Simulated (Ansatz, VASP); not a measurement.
**Sc: VASP beside Ansatz**

File INCAR:

```
SYSTEM = Sc
  PREC = Accurate
  ENCUT = 520
  EDIFF = 1E-7
  ISMEAR = -1
  SIGMA = 0.1
  LREAL = .FALSE.
  LASPH = .TRUE.
  NELM = 60
  ALGO = Normal
  ISIF = 2
  LWAVE = .FALSE.
  LCHARG = .FALSE.
  GGA = PE
  NBANDS = 12
```

File KPOINTS:

```
Automatic mesh
0
G
  15 15 14
  0 0 0
```

The input POSCAR:

```
Sc
1.0
    2.5368518280      0.0000000000      0.0000000000
   -1.2684259140      2.1969781287      0.0000000000
    0.0000000000      0.0000000000      2.3650884761
Sc
1
Direct
    0.0000000000      0.0000000000      0.0000000000
```

Input for Ansatz:

```yaml
crystal:
  lattice:
    - [2.536851828, 0.0, 0.0]
    - [-1.268425914, 2.1969781287, 0.0]
    - [0.0, 0.0, 2.3650884761]
  atoms:
    - { symbol: Sc, position: [0.0, 0.0, 0.0] }
kpoints:
  mp_grid: { grid: [15, 15, 14] }
scf:
  occupations: { method: fermi_dirac, width: 0.1 }
hamiltonian:
  xc: pbe
  pseudopotentials: { kind: all_electron, lapw: { basis_error: 0.001 } }
output:
  forces: true
  stress: true
  eigenvalues: true
  populations: true
```

Change from the starting cell: volume scaled by 0.52, LAPW.

Alike in both runs: task single point; functional PBE; k mesh 15 × 15 × 14; occupations fermi-dirac, width 0.1 eV; no spin polarisation.

```csv
,VASP,Ansatz
version,VASP 6.6.1,Ansatz 0.2.0
potentials or method,"VASP PAW PBE potentials, release 64 (Sc_sv), cutoff 520 eV","all-electron LAPW, scalar-relativistic"
```

|  | VASP | Ansatz | Ansatz less VASP |
| --- | --- | --- | --- |
| pressure (GPa) | 77.5 | 76.0 | -1.45 |
| traceless stress, the component that is largest in VASP (GPa) | 0.50 | 0.03 | -0.469 |

Both programs put the cell under a high pressure, so it lies far from rest at this level. Ansatz ran all-electron here, and VASP with PAW potentials.

Noted on VASP's run: the cell as given lies far from equilibrium.
